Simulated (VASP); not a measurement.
# KBr (Fm-3m) in VASP: G0W0 quasiparticle levels with PBE

Aim: the G0W0 quasiparticle levels of KBr with PBE.

All numbers are computed with VASP 6.6.1; they aren't measurements. Logs are shortened: lines on timing, memory, paths and dates and some standing lists are left out, and cuts for length are marked.

### 1 The cell of the first run

The structure is cubic, space group Fm-3m (No. 225). The conventional cell has a = 6.605 Å, b = 6.605 Å, c = 6.605 Å, α = 90.00°, β = 90.00°, γ = 90.00°. Within 4.3 Å of K (site symmetry m-3m) lie 6 Br at 3.30 Å. Within 4.3 Å of Br (site symmetry m-3m) lie 6 K at 3.30 Å.

### 2 G0W0 quasiparticle levels, PBE

POSCAR reads:

```
KBr
1.0
    0.0000000000      3.3024386828      3.3024386828
    3.3024386828      0.0000000000      3.3024386828
    3.3024386828      3.3024386828      0.0000000000
K Br
1 1
Direct
    0.0000000000      0.0000000000      0.0000000000
    0.5000000000      0.5000000000      0.5000000000
```

INCAR.step1 reads:

```
ALGO     = Normal         # electronic algorithm
EDIFF    = 1E-8           # SCF threshold, eV
ENCUT    = 500            # plane-wave cutoff, eV
GGA      = PE             # functional
ISMEAR   = 0              # smearing method
LASPH    = True           # aspherical terms in the spheres
LCHARG   = False          # write CHGCAR
LREAL    = False          # projectors in reciprocal space
LWAVE    = True           # write WAVECAR
NELM     = 100            # most SCF steps
PREC     = Accurate       # precision mode
SIGMA    = 0.01           # smearing width, eV
```

INCAR.step2 reads:

```
ALGO     = Exact          # electronic algorithm
EDIFF    = 1E-8           # SCF threshold, eV
ENCUT    = 500            # plane-wave cutoff, eV
GGA      = PE             # functional
ISMEAR   = 0              # smearing method
ISTART   = 1            
LASPH    = True           # aspherical terms in the spheres
LCHARG   = False          # write CHGCAR
LOPTICS  = True           # frequency-dependent dielectric function
LREAL    = False          # projectors in reciprocal space
LWAVE    = True           # write WAVECAR
NBANDS   = 38             # bands
NELM     = 1              # most SCF steps
PREC     = Accurate       # precision mode
SIGMA    = 0.01           # smearing width, eV
```

INCAR.step3 reads:

```
ALGO     = EVGW0          # electronic algorithm
EDIFF    = 1E-8           # SCF threshold, eV
ENCUT    = 500            # plane-wave cutoff, eV
ENCUTGW  = 60.0           # cutoff of the response function
GGA      = PE             # functional
ISMEAR   = 0              # smearing method
ISTART   = 1            
LASPH    = True           # aspherical terms in the spheres
LCHARG   = False          # write CHGCAR
LREAL    = False          # projectors in reciprocal space
LWAVE    = False          # write WAVECAR
NBANDS   = 38             # bands
NBANDSGW = 16           
NELMGW   = 1            
NOMEGA   = 96             # frequency points
OMEGAMAX = 30           
PREC     = Accurate       # precision mode
PRECFOCK = Fast         
SIGMA    = 0.01           # smearing width, eV
```

KPOINTS reads:

```
k-points
0
Gamma
  2 2 2
```

Potentials or basis: VASP PAW PBE potentials, release 64 (K_sv_GW, Br_GW).

The run is started by

```bash
$ cat potpaw_PBE.64/K_sv_GW/POTCAR potpaw_PBE.64/Br_GW/POTCAR > POTCAR
$ cp INCAR.step1 INCAR
$ mpirun -np 1 vasp_std > vasp.out
$ cp INCAR.step2 INCAR
$ mpirun -np 1 vasp_std > vasp.out
$ cp INCAR.step3 INCAR
$ mpirun -np 1 vasp_std > vasp.out
```

OUTCAR:

```text
EDIFF = 1E-8
   ENCUT = 500
   ENCUTGW = 60.0
   GGA = PE
   ISMEAR = 0
   ISTART = 1
   LASPH = True
   LREAL = False
   NELMGW = 1
   PREC = Accurate
   PRECFOCK = Fast

 ion  position               nearest neighbor table
   1  0.000  0.000  0.000-
   2  0.500  0.500  0.500-

  LATTYP: Found a face centered cubic cell.
 ALAT       =     6.6048773656

  Lattice vectors:

 A1 = (   0.0000000000,   3.3024386828,   3.3024386828)
 A2 = (   3.3024386828,   0.0000000000,   3.3024386828)
 A3 = (   3.3024386828,   3.3024386828,   0.0000000000)

Analysis of symmetry for initial positions (statically):
=====================================================================
 Subroutine PRICEL returns:
 Original cell was already a primitive cell.

 Routine SETGRP: Setting up the symmetry group for a
 face centered cubic supercell.

 Subroutine GETGRP returns: Found 48 space group operations
 (whereof 48 operations were pure point group operations)
 out of a pool of 48 trial point group operations.

The static configuration has the point symmetry O_h .

Analysis of symmetry for dynamics (positions and initial velocities):
=====================================================================
 Subroutine PRICEL returns:
 Original cell was already a primitive cell.

 Routine SETGRP: Setting up the symmetry group for a
 face centered cubic supercell.

 Subroutine GETGRP returns: Found 48 space group operations
 (whereof 48 operations were pure point group operations)
 out of a pool of 48 trial point group operations.

The dynamic configuration has the point symmetry O_h .

 Subroutine INISYM returns: Found 48 space group operations
 (whereof 48 operations are pure point group operations),
 and found     1 'primitive' translations

----------------------------------------------------------------------------------------

                                     Primitive cell

  volume of cell :      72.0335

  direct lattice vectors                    reciprocal lattice vectors
     0.000000000  3.302438683  3.302438683    -0.151403265  0.151403265  0.151403265
     3.302438683  0.000000000  3.302438683     0.151403265 -0.151403265  0.151403265
     3.302438683  3.302438683  0.000000000     0.151403265  0.151403265 -0.151403265

  length of vectors
     4.670353574  4.670353574  4.670353574     0.262238148  0.262238148  0.262238148

  position of ions in fractional coordinates (direct lattice)
     0.000000000  0.000000000  0.000000000
     0.500000000  0.500000000  0.500000000

  ion indices of the primitive-cell ions
   primitive index   ion index
                 1           1
                 2           2

----------------------------------------------------------------------------------------

 KPOINTS: k-points

Automatic generation of k-mesh.
 Grid dimensions read from file:
 generate k-points for:    2    2    2

 Generating k-lattice:

  Cartesian coordinates                     Fractional coordinates (reciprocal lattice)
    -0.075701633  0.075701633  0.075701633     0.500000000  0.000000000  0.000000000
     0.075701633 -0.075701633  0.075701633     0.000000000  0.500000000  0.000000000
     0.075701633  0.075701633 -0.075701633     0.000000000  0.000000000  0.500000000

  Length of vectors
     0.131119074  0.131119074  0.131119074

  Shift w.r.t. Gamma in fractional coordinates (k-lattice)
     0.000000000  0.000000000  0.000000000

 Subroutine IBZKPT returns following result:
 ===========================================

 Found      3 irreducible k-points:

 Following reciprocal coordinates:
            Coordinates               Weight
  0.000000  0.000000  0.000000      1.000000
  0.500000  0.000000  0.000000      4.000000
  0.500000  0.500000  0.000000      3.000000
   k-points           NKPTS =      3   k-points in BZ     NKDIM =      8   number of bands    NBANDS=     38
   number of dos      NEDOS =    301   number of ions     NIONS =      2
   total plane-waves  NPLWV =  46656
   dimension x,y,z NGX =    36 NGY =   36 NGZ =   36
   dimension x,y,z NGXF=    72 NGYF=   72 NGZF=   72
   ions per type =               1   1
   NGX,Y,Z   is equivalent  to a cutoff of  12.81, 12.81, 12.81 a.u.
   NGXF,Y,Z  is equivalent  to a cutoff of  25.63, 25.63, 25.63 a.u.
 SYSTEM =  unknown system
   PREC   = accura    normal or accurate (medium, high low for compatibility)
   ISTART =      1    job   : 0-new  1-cont  2-samecut
   ICHARG =      0    charge: 1-file 2-atom 10-const
   ISPIN  =      1    spin polarized calculation?
   LNONCOLLINEAR =      F non collinear calculations
   LSORBIT =      F    spin-orbit coupling
   LASPH  =      T    aspherical Exc in radial PAW
   ENCUT  =  500.0 eV  36.75 Ry    6.06 a.u.   8.52  8.52  8.52*2*pi/ulx,y,z
   NELM   =     60;   NELMIN=  2; NELMDL=  0     # of ELM steps
   EDIFF  = 0.1E-07   stopping-criterion for ELM
   LREAL  =      F    real-space projection
   EDIFFG = 0.1E-06   stopping-criterion for IOM
   NSW    =      0    number of steps for IOM
   IBRION =     -1    ionic relax: 0-MD 1-quasi-New 2-CG
   NFREE  =      0    steps in history (QN), initial steepest desc. (CG)
   ISIF   =      0    stress and relaxation
   ISYM   =      3    0-nonsym 1-usesym 2-fastsym
   POTIM  = 0.5000    time-step for ionic-motion
   TEBEG  =    0.0;   TEEND  =   0.0 temperature during run
   PSTRESS=    0.0 pullay stress
   NELECT =      16.0000    total number of electrons
   NUPDOWN=      -1.0000    fix difference up-down
   EMIN   =  10.00;   EMAX   =-10.00  energy-range for DOS
   EFERMI =   0.00;   METHOD = LEGACY
   ISMEAR =     0;   SIGMA  =   0.01  broadening in eV -4-tet -1-fermi 0-gaus
   EFERMI_NEDOS =   21; number of points for ismear=-14 and -15
   IALGO  =     38    algorithm
   IMIX   =      4    mixing-type and parameters
     AMIX     =   0.40;   BMIX     =  1.00
     AMIX_MAG =   1.60;   BMIX_MAG =  1.00
  volume/ion in A,a.u.               =      36.02       243.05
  Fermi-wavevector in a.u.,A,eV,Ry     =   0.991448  1.873566 13.374115  0.982970
  Thomas-Fermi vector in A             =   2.123190
   LORBIT       =      0    0 simple, 1 ext, 2 COOP (PROOUT), +10 PAW based schemes
   GGA     = PE    functional components
   LHFCALC =     T    Hartree Fock is set to
   PRECFOCK=fast      Normal, Fast or Accurate (Low or Medium for compatibility)
   ENCUT4O =  -1.0   cutoff for four orbital integrals eV
   NKREDX  =     1    reduce k-point grid by
   NKREDY  =     1    reduce k-point grid by
   NKREDZ  =     1    reduce k-point grid by
   AEXX    =    1.0000 exact exchange contribution
   HFSCREEN=    0.0000 screening length (either q_TF or 0.3 A-1)
   HFSCREENC=   0.0000 screening length for correlation (either q_TF or 0.3 A-1)
   ENCUTFOCK=  -1.0 apply spherical cutoff to Coloumb kernel
   IVDW    =     0    specifies the selected vdW correction
   LEPSILON=     F    determine dielectric tensor
   LRPA    =     F    only Hartree local field effects (RPA)
   LRPAFORCE           =     F    calculate RPA forces
   ENCUTGW             =  60.0    cutoff for response function in eV
   ENCUTGWSOFT         =  48.0    soft cutoff for Coulomb kernel in GW response function in eV
   ENCUTLF             =  -1.0    cutoff for local field effects
   NELMGW              =     1    number of iterations in solving QP/BSE equation
   NELMHF              =     1    number of iterations in the inner HF iteration
   NKREDLFX            =     1    NKREDLFY  =   1   NKREDLFZ  =   1
 non-spin polarized calculation
 Gauss-broadening in eV      SIGMA  =   0.01
  energy-cutoff  :      500.00
  volume of cell :       72.03
 maximum number of plane-waves:      1850
 NGX is ok and might be reduce to    36
  NGX = 20; NGY = 20; NGZ = 20
   NGX = 17   NGY = 17   NGZ = 17
 maximum number of plane-waves:        80
 NGX is ok and might be reduce to    12

 QP shifts <psi_nk| G(iteration)W_0 |psi_nk>: iteration 1
 for sc-GW calculations column KS-energies equals QP-energies in previous step
 and V_xc(KS)=  KS-energies - (<T + V_ion + V_H > + <T+V_H+V_ion>^1  + <V_x>^1)

 k-point   1 :       0.0000    0.0000    0.0000
  band No.  KS-energies  QP-energies   sigma(KS)   V_xc(KS)     V^pw_x(r,r')   Z            occupation Imag(sigma)

      1     -28.4163     -30.9412     -22.3970     -18.5214     -30.7444       0.6515       2.0000       0.5714
      2     -12.8009     -13.8495     -15.4335     -13.9535     -22.1674       0.7085       2.0000       1.1218
      3     -11.8919     -14.6086     -21.2291     -17.8085     -24.7062       0.7942       2.0000       0.1350
      4     -11.8919     -14.6086     -21.2291     -17.8085     -24.7062       0.7942       2.0000       0.1350
      5     -11.8919     -14.6086     -21.2291     -17.8085     -24.7062       0.7942       2.0000       0.1350
      6      -0.5312      -1.8202     -14.2427     -12.6291     -16.7826       0.7988       2.0000       0.0877
[... 8 lines left out ...]
     15      11.0429      11.2660      -3.9939      -4.2687      -0.7094       0.8119       0.0000      -0.2291
     16      14.2718      17.7048      -8.8307     -13.1531      -5.7014       0.7942       0.0000      -0.1579

 k-point   2 :       0.5000    0.0000    0.0000
  band No.  KS-energies  QP-energies   sigma(KS)   V_xc(KS)     V^pw_x(r,r')   Z            occupation Imag(sigma)

      1     -28.4109     -30.9376     -22.4075     -18.5320     -30.7534       0.6520       2.0000       0.5569
      2     -13.0024     -14.2631     -16.4294     -14.4699     -22.5581       0.6434       2.0000       0.9016
      3     -11.8974     -14.6149     -21.2141     -17.7969     -24.6876       0.7952       2.0000       0.1396
      4     -11.8974     -14.6149     -21.2141     -17.7969     -24.6876       0.7952       2.0000       0.1396
      5     -11.6181     -13.9345     -20.2452     -17.3713     -24.3392       0.8060       2.0000       0.3461
      6      -1.7162      -3.2513     -12.9478     -11.0193     -15.2946       0.7960       2.0000       0.0948
[... 8 lines left out ...]
     15      10.2949      12.2718      -7.3072      -9.7711      -4.0484       0.8023       0.0000      -0.1238
     16      10.5121      13.7758      -9.1121     -13.1832      -6.0793       0.8017       0.0000      -0.1195

 k-point   3 :       0.5000    0.5000    0.0000
  band No.  KS-energies  QP-energies   sigma(KS)   V_xc(KS)     V^pw_x(r,r')   Z            occupation Imag(sigma)

      1     -28.4092     -30.9424     -22.4074     -18.5350     -30.7555       0.6542       2.0000       0.5629
      2     -12.7028     -13.8753     -15.5905     -14.0870     -22.2566       0.7798       2.0000       1.1761
      3     -11.9805     -14.6995     -21.0284     -17.5907     -24.5172       0.7909       2.0000       0.1500
      4     -11.9271     -14.6364     -21.1529     -17.7261     -24.6358       0.7906       2.0000       0.1424
      5     -11.9271     -14.6364     -21.1529     -17.7261     -24.6358       0.7906       2.0000       0.1424
      6      -1.3516      -2.8333     -13.5349     -11.6819     -15.9469       0.7996       2.0000       0.0898
[... 8 lines left out ...]
     15      10.0820      13.1361      -8.3345     -12.1114      -5.3065       0.8086       0.0000      -0.1025
     16      12.1781      13.3216      -6.2145      -7.6536      -2.8635       0.7945       0.0000      -0.2286
```

Wall time 29 s (1 thread of Intel Xeon 6975P-C (Granite Rapids), shared host); peak memory 0.66 GiB.

What came out:

```
Quasiparticle gap                                   : 6.46 eV
Least direct quasiparticle gap                      : 6.46 eV
Band gap of the starting levels on the mesh         : 4.39 eV
Least direct gap of the starting levels on the mesh : 4.39 eV
```

Caveat: the k points lie up to 0.82 Å⁻¹ apart, too coarse for converged energies, forces and pressures; bands, screening cutoff and mesh are small and nothing is extrapolated, so the quasiparticle values aren't converged.
